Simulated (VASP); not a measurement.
# Sn in VASP: single point with PBEsol

Aim: the single point of Sn with PBEsol.

Program: VASP 6.6.1. These are calculated values, not measurements. Logs are shortened: lines on timing, memory, paths and dates and some standing lists are left out, and cuts for length are marked.

**1. The cell of the first run**

The typed cell holds 2 atoms: a = 3.965 Å, b = 3.965 Å, c = 3.348 Å, α = 90.00°, β = 90.00°, γ = 90.00°.

**2. Single point, PBEsol**

File INCAR:

```
SYSTEM = Sn
PREC = Accurate
ENCUT = 520
EDIFF = 1E-7
ISMEAR = 0
SIGMA = 0.15
LREAL = .FALSE.
LASPH = .TRUE.
NELM = 60
ALGO = Fast
ISIF = 2
LWAVE = .FALSE.
LCHARG = .FALSE.
GGA = PS
NBANDS = 21
```

File KPOINTS:

```
regular mesh
0
G
  10 10 10
  0 0 0
```

File POSCAR:

```
Sn
1.0
   -0.0000335930     -3.9654500951      0.0000066367
   -3.9652721425     -0.0000335930     -0.0001566630
   -0.0001566630      0.0000066367     -3.3475247783
Sn
2
Direct
    0.4999938689      0.5000040897      0.5000468012
    0.0000061311     -0.0000040897     -0.0000468012
```

Potentials or basis: VASP PAW PBE potentials, release 64 (Sn_d).

On the command line:

```
> cat potpaw_PBE.64/Sn_d/POTCAR > POTCAR
> mpirun -np 1 vasp_std > vasp.out
```

OUTCAR:

```text
SYSTEM = Sn
   PREC = Accurate
   ENCUT = 520
   EDIFF = 1E-7
   ISMEAR = 0
   LREAL = .FALSE.
   LASPH = .TRUE.
   NELM = 60
   ISIF = 2
   GGA = PS

 ion  position               nearest neighbor table
   1  0.500  0.500  0.500-   2 3.27   2 3.27   2 3.27   2 3.27   2 3.27   2 3.27   2 3.27   2 3.27

   2  0.000  1.000  1.000-   1 3.27   1 3.27   1 3.27   1 3.27   1 3.27   1 3.27   1 3.27   1 3.27

  LATTYP: Found a simple monoclinic cell.
 ALAT       =     3.3475247820
 B/A-ratio  =     1.1845917069
 C/A-ratio  =     2.3245516804
 COS(beta)  =    -0.8604249380

  Lattice vectors:

 A1 = (  -0.0001566630,   0.0000066367,  -3.3475247783)
 A2 = (   0.0000335930,   3.9654500951,  -0.0000066367)
 A3 = (   3.9655854685,   0.0000203196,   6.6952062196)

Analysis of symmetry for initial positions (statically):
=====================================================================
 Subroutine PRICEL returns:
 Original cell was already a primitive cell.

 Routine SETGRP: Setting up the symmetry group for a
 simple monoclinic supercell.

 Subroutine GETGRP returns: Found  2 space group operations
 (whereof  1 operations were pure point group operations)
 out of a pool of  4 trial point group operations.

The static configuration has the point symmetry C_1 .
 The point group associated with its full space group is S_2 .

Analysis of symmetry for dynamics (positions and initial velocities):
=====================================================================
 Subroutine PRICEL returns:
 Original cell was already a primitive cell.

 Routine SETGRP: Setting up the symmetry group for a
 simple monoclinic supercell.

 Subroutine GETGRP returns: Found  2 space group operations
 (whereof  1 operations were pure point group operations)
 out of a pool of  4 trial point group operations.

The dynamic configuration has the point symmetry C_1 .
 The point group associated with its full space group is S_2 .

 Subroutine INISYM returns: Found  2 space group operations
 (whereof  1 operations are pure point group operations),
 and found     1 'primitive' translations

----------------------------------------------------------------------------------------

                                     Primitive cell

  volume of cell :      52.6368

  direct lattice vectors                    reciprocal lattice vectors
    -0.000033593 -3.965450095  0.000006637     0.000002136 -0.252178183 -0.000000500
    -3.965272142 -0.000033593 -0.000156663    -0.252189501  0.000002136  0.000011802
    -0.000156663  0.000006637 -3.347524778     0.000011802 -0.000000500 -0.298728185

  length of vectors
     3.965450095  3.965272146  3.347524782     0.252178183  0.252189501  0.298728185

  position of ions in fractional coordinates (direct lattice)
     0.499993869  0.500004090  0.500046801
     0.000006131  0.999995910  0.999953199

  ion indices of the primitive-cell ions
   primitive index   ion index
                 1           1
                 2           2

----------------------------------------------------------------------------------------

 KPOINTS: regular mesh

Automatic generation of k-mesh.
 Grid dimensions read from file:
 generate k-points for:   10   10   10

 Generating k-lattice:

  Cartesian coordinates                     Fractional coordinates (reciprocal lattice)
     0.000000214 -0.025217818 -0.000000050     0.100000000  0.000000000  0.000000000
    -0.025218950  0.000000214  0.000001180     0.000000000  0.100000000 -0.000000000
     0.000001180 -0.000000050 -0.029872819     0.000000000 -0.000000000  0.100000000

  Length of vectors
     0.025217818  0.025218950  0.029872819

  Shift w.r.t. Gamma in fractional coordinates (k-lattice)
     0.000000000  0.000000000  0.000000000

 Subroutine IBZKPT returns following result:
 ===========================================

 Found    504 irreducible k-points:

 Following reciprocal coordinates:
            Coordinates               Weight
  0.000000  0.000000  0.000000      1.000000
  0.100000  0.000000  0.000000      2.000000
  0.200000  0.000000  0.000000      2.000000
  0.300000 -0.000000  0.000000      2.000000
  0.400000  0.000000  0.000000      2.000000
  0.500000  0.000000  0.000000      1.000000
[... 16 lines left out ...]
  0.300000 -0.200000  0.000000      2.000000
  0.400000  0.200000 -0.000000      2.000000
 [... further k-points ...]
   k-points           NKPTS =    504   k-points in BZ     NKDIM =    504   number of bands    NBANDS=     21
   number of dos      NEDOS =    301   number of ions     NIONS =      2
   total plane-waves  NPLWV =  25200
   dimension x,y,z NGX =    30 NGY =   30 NGZ =   28
   dimension x,y,z NGXF=    60 NGYF=   60 NGZF=   56
   ions per type =               2
   NGX,Y,Z   is equivalent  to a cutoff of  12.58, 12.58, 13.91 a.u.
   NGXF,Y,Z  is equivalent  to a cutoff of  25.15, 25.16, 27.81 a.u.
 SYSTEM =  Sn
   PREC   = accura    normal or accurate (medium, high low for compatibility)
   ISTART =      0    job   : 0-new  1-cont  2-samecut
   ICHARG =      2    charge: 1-file 2-atom 10-const
   ISPIN  =      1    spin polarized calculation?
   LNONCOLLINEAR =      F non collinear calculations
   LSORBIT =      F    spin-orbit coupling
   LASPH  =      T    aspherical Exc in radial PAW
   ENCUT  =  520.0 eV  38.22 Ry    6.18 a.u.   7.37  7.37  6.22*2*pi/ulx,y,z
   NELM   =     60;   NELMIN=  2; NELMDL= -5     # of ELM steps
   EDIFF  = 0.1E-06   stopping-criterion for ELM
   LREAL  =      F    real-space projection
   EDIFFG = 0.1E-05   stopping-criterion for IOM
   NSW    =      0    number of steps for IOM
   IBRION =     -1    ionic relax: 0-MD 1-quasi-New 2-CG
   NFREE  =      0    steps in history (QN), initial steepest desc. (CG)
   ISIF   =      2    stress and relaxation
   ISYM   =      2    0-nonsym 1-usesym 2-fastsym
   POTIM  = 0.5000    time-step for ionic-motion
   TEBEG  =    0.0;   TEEND  =   0.0 temperature during run
   PSTRESS=    0.0 pullay stress
   NELECT =      28.0000    total number of electrons
   NUPDOWN=      -1.0000    fix difference up-down
   EMIN   =  10.00;   EMAX   =-10.00  energy-range for DOS
   EFERMI =   0.00;   METHOD = LEGACY
   ISMEAR =     0;   SIGMA  =   0.15  broadening in eV -4-tet -1-fermi 0-gaus
   EFERMI_NEDOS =   21; number of points for ismear=-14 and -15
   IALGO  =     68    algorithm
   IMIX   =      4    mixing-type and parameters
     AMIX     =   0.40;   BMIX     =  1.00
     AMIX_MAG =   1.60;   BMIX_MAG =  1.00
  volume/ion in A,a.u.               =      26.32       177.61
  Fermi-wavevector in a.u.,A,eV,Ry     =   1.326471  2.506667 23.939794  1.759525
  Thomas-Fermi vector in A             =   2.455855
   LORBIT       =      0    0 simple, 1 ext, 2 COOP (PROOUT), +10 PAW based schemes
   GGA     = PS    functional components
   LHFCALC =     F    Hartree Fock is set to
   AEXX    =    0.0000 exact exchange contribution
   IVDW    =     0    specifies the selected vdW correction
   LEPSILON=     F    determine dielectric tensor
   LRPA    =     F    only Hartree local field effects (RPA)
 non-spin polarized calculation
 RMM-DIIS sequential band-by-band and
 Gauss-broadening in eV      SIGMA  =   0.15
  energy-cutoff  :      520.00
  volume of cell :       52.64
 maximum number of plane-waves:      1444
 NGX is ok and might be reduce to    30
   NGX = 15   NGY = 15   NGZ = 13

 number of electron      28.0000008 magnetization

 Free energy of the ion-electron system (eV)
  ---------------------------------------------------
  ext. energy  EPLUGINS =         0.00000000
  ---------------------------------------------------
  free energy    TOTEN  =        -8.48932463 eV

  energy without entropy =       -8.48001776  energy(sigma->0) =       -8.48467119

 E-fermi :   8.3299     XC(G=0): -10.6509

 val. band max:        8.3160118838   @ k =   0.1000  -0.0000   0.3000
 cond. band min:       8.3635833741   @ k =   0.1000  -0.1000   0.0000
 fundamental gap:      0.0475714903
 Fermi energy:         8.3299123358

 k-point     1 :       0.0000    0.0000    0.0000
  band No.  band energies     occupation
      1     -13.2047      2.00000
      2     -13.1733      2.00000
      3     -13.1487      2.00000
      4     -13.1021      2.00000
      5     -13.1021      2.00000
      6     -13.0647      2.00000
[... 13 lines left out ...]
     20      17.7342      0.00000
     21      19.1470      0.00000

 k-point     2 :       0.1000    0.0000    0.0000
  band No.  band energies     occupation
      1     -13.2006      2.00000
      2     -13.1677      2.00000
      3     -13.1420      2.00000
      4     -13.0986      2.00000
      5     -13.0978      2.00000
      6     -13.0674      2.00000
[... 13 lines left out ...]
     20      17.3574      0.00000
     21      19.8640      0.00000

 k-point     3 :       0.2000    0.0000    0.0000
  band No.  band energies     occupation
      1     -13.1890      2.00000
      2     -13.1510      2.00000
      3     -13.1228      2.00000
      4     -13.0884      2.00000
      5     -13.0854      2.00000
      6     -13.0755      2.00000
[... 13 lines left out ...]
     20      16.4087      0.00000
     21      18.7263      0.00000

 k-point     4 :       0.3000   -0.0000    0.0000
  band No.  band energies     occupation
      1     -13.1717      2.00000
      2     -13.1242      2.00000
      3     -13.0944      2.00000
      4     -13.0890      2.00000
      5     -13.0718      2.00000
      6     -13.0661      2.00000
[... 13 lines left out ...]
     20      15.7123      0.00000
     21      17.6035      0.00000

 k-point     5 :       0.4000    0.0000    0.0000
  band No.  band energies     occupation
      1     -13.1508      2.00000
      2     -13.1072      2.00000
      3     -13.0886      2.00000
      4     -13.0617      2.00000
      5     -13.0498      2.00000
      6     -13.0418      2.00000
[... 13 lines left out ...]
     20      16.5920      0.00000
     21      17.9394      0.00000
[... 382 lines left out ...]
     20      15.9732      0.00000
     21      19.3861      0.00000

 k-point    22 :       0.3000    0.2000   -0.0000
  band No.  band energies     occupation
      1     -13.1619      2.00000
      2     -13.1210      2.00000
      3     -13.1129      2.00000
      4     -13.0867      2.00000
      5     -13.0760      2.00000
      6     -13.0310      2.00000
[... 13 lines left out ...]
     20      16.1437      0.00000
     21      18.2832      0.00000

 k-point    23 :       0.3000   -0.2000    0.0000
  band No.  band energies     occupation
      1     -13.1619      2.00000
      2     -13.1210      2.00000
      3     -13.1129      2.00000
      4     -13.0867      2.00000
      5     -13.0760      2.00000
      6     -13.0310      2.00000
[... 13 lines left out ...]
     20      16.1438      0.00000
     21      18.2830      0.00000

 k-point    24 :       0.4000    0.2000   -0.0000
  band No.  band energies     occupation
      1     -13.1455      2.00000
      2     -13.1170      2.00000
      3     -13.1037      2.00000
      4     -13.0773      2.00000
      5     -13.0608      2.00000
      6     -13.0484      2.00000
[... 13 lines left out ...]
     20      17.2502      0.00000
     21      18.3149      0.00000

 [... further k-points ...]
[... 5 lines left out ...]
  --------------------------------------------------------------------------------------
  -------------------------------------------------------------------------------------
  Total       -0.0194978     -0.0196990     -0.0170477     -0.0002750      0.0000284     -0.0006626
  in kB       -0.5934808     -0.5996064     -0.5189029     -0.0083715      0.0008641     -0.0201697
  external PRESSURE =      -0.5706633 kB  Pullay stress =       0.0000000 kB

 VOLUME and BASIS-vectors are now :
 -----------------------------------------------------------------------------
  energy-cutoff  :      520.00
  volume of cell :       52.64
      direct lattice vectors                 reciprocal lattice vectors
    -0.000033593 -3.965450095  0.000006637     0.000002136 -0.252178183 -0.000000500
    -3.965272142 -0.000033593 -0.000156663    -0.252189501  0.000002136  0.000011802
    -0.000156663  0.000006637 -3.347524778     0.000011802 -0.000000500 -0.298728185

 POSITION                                       TOTAL-FORCE (eV/Angst)
 -----------------------------------------------------------------------------------
     -1.98275     -1.98271     -1.67399         0.000065     -0.000097      0.000305
     -3.96541     -0.00005     -3.34752        -0.000065      0.000097     -0.000305
 -----------------------------------------------------------------------------------
    total drift:                               -0.000000      0.000000      0.000000

  FREE ENERGIE OF THE ION-ELECTRON SYSTEM (eV)
  ---------------------------------------------------
  free  energy   TOTEN  =        -8.4893246275 eV

  energy  without entropy=       -8.4800177556  energy(sigma->0) =       -8.48467119
```

Wall time 14 min (1 thread of Oxide Virtual Turin-like, shared host); peak memory 0.47 GiB.

Results:

```
Free energy            : -8.4893 eV
Pressure               : -0.1 GPa
Band gap on the k mesh : zero (bands 14 and 15 overlap by 3.98 eV)
```

Levels at points of the mesh, in eV from the Fermi level:
| k point | band 11 | band 12 | band 13 | band 14 | band 15 | band 16 | band 17 | band 18 |
| --- | --- | --- | --- | --- | --- | --- | --- | --- |
| (0.00, 0.00, 0.00) | -11.36 | -3.05 | -1.52 | -1.52 | 2.00 | 3.09 | 5.65 | 7.25 |
| (0.50, 0.00, 0.00) | -8.89 | -8.89 | 1.26 | 1.26 | 1.99 | 1.99 | 4.65 | 4.65 |
| (0.00, 0.50, 0.00) | -8.89 | -8.89 | 1.26 | 1.26 | 1.99 | 1.99 | 4.65 | 4.65 |
| (0.50, 0.50, 0.00) | -7.26 | -7.26 | -4.89 | -4.89 | 5.53 | 5.53 | 7.63 | 7.63 |
| (0.00, 0.00, 0.50) | -7.81 | -7.81 | 1.01 | 1.01 | 2.22 | 2.22 | 2.22 | 2.22 |
| (0.50, 0.00, 0.50) | -5.95 | -5.95 | -4.42 | -4.42 | 3.18 | 3.18 | 4.55 | 4.55 |
| (0.00, 0.50, 0.50) | -5.95 | -5.95 | -4.42 | -4.42 | 3.18 | 3.18 | 4.55 | 4.55 |
| (0.50, 0.50, 0.50) | -4.94 | -4.94 | -2.18 | -2.18 | -1.12 | -1.12 | -1.11 | -1.11 |

Caveat: the PAW data sets were made with another functional, which shifts forces and pressure a little; spin-orbit coupling is left out, which moves the levels of the heavy elements.

The gap in the log of VASP goes by the Fermi energy; the results here count the filled bands.